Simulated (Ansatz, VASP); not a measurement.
Two plane-wave programs on Rb2H3

Contents of INCAR:

```
ALGO = Normal
EDIFF = 1E-6
EDIFFG = -0.01
ENCUT = 600
GGA = PE
IBRION = 2
ISIF = 3
ISMEAR = 0
LASPH = T
LCHARG = F
LREAL = F
LWAVE = F
NELM = 100
NSW = 100
PREC = Accurate
SIGMA = 0.1
```

Contents of KPOINTS:

```
k-points
0
Gamma
  6 6 10
```

Contents of POSCAR:

```
Rb2H3
1.0
    7.1596633132      0.0000000000      0.0000000000
   -3.5798316566      6.2004503117      0.0000000000
    0.0000000000      0.0000000000      4.0159915479
Rb H
2 3
Direct
    0.3333333333      0.6666666667      0.5000000000
    0.6666666667      0.3333333333      0.5000000000
    0.5000000000      0.0000000000      0.0000000000
    0.0000000000      0.5000000000      0.0000000000
    0.5000000000      0.5000000000      0.0000000000
```

Input for Ansatz:

```yaml
crystal:
  lattice:
    - [7.1596633132, 0.0, 0.0]
    - [-3.5798316566, 6.2004503117, 0.0]
    - [0.0, 0.0, 4.0159915479]
  atoms:
    - { symbol: Rb, position: [0.3333333333, 0.6666666667, 0.5] }
    - { symbol: Rb, position: [0.6666666667, 0.3333333333, 0.5] }
    - { symbol: H, position: [0.5, 0.0, 0.0] }
    - { symbol: H, position: [0.0, 0.5, 0.0] }
    - { symbol: H, position: [0.5, 0.5, 0.0] }
basis:
  ecutwfc: 420
kpoints:
  mp_grid: { grid: [6, 6, 10] }
hamiltonian:
  xc: pbe
scf:
  occupations: { method: gaussian, width: 0.1 }
output:
  forces: true
  stress: true
  eigenvalues: true
relax:
  adjacent_minimum: "off"
  f_tol: 0.01
  max_steps: 80
  cell: { stress_tol: 0.05 }
```

Alike in both runs: task relaxation of cell and atoms; functional PBE; k mesh 6 × 6 × 10; occupations gaussian, width 0.1 eV; no spin polarisation.

|  | VASP | Ansatz |
| --- | --- | --- |
| version | VASP 6.6.1 | Ansatz 0.2.0 |
| potentials or method | VASP PAW PBE potentials, release 64 (Rb_sv, H), cutoff 600 eV | scalar-relativistic, plane waves, PAW |
| valence electrons in the cell | 21 | 21 |

VASP gave:

- gap on the k mesh at the Fermi level, each at its own relaxed structure (eV): none
- relaxed volume (Å³/atom): 35.64
- relaxed cell length with the largest relative difference (Å): 4.014

**Question.** What did Ansatz give for the same quantities?

**Answer.** gap on the k mesh at the Fermi level, each at its own relaxed structure (eV): none; relaxed volume (Å³/atom): 35.62; relaxed cell length with the largest relative difference (Å): 4.009.

A gap of «none» marks a metal or a gap that the smearing closes.
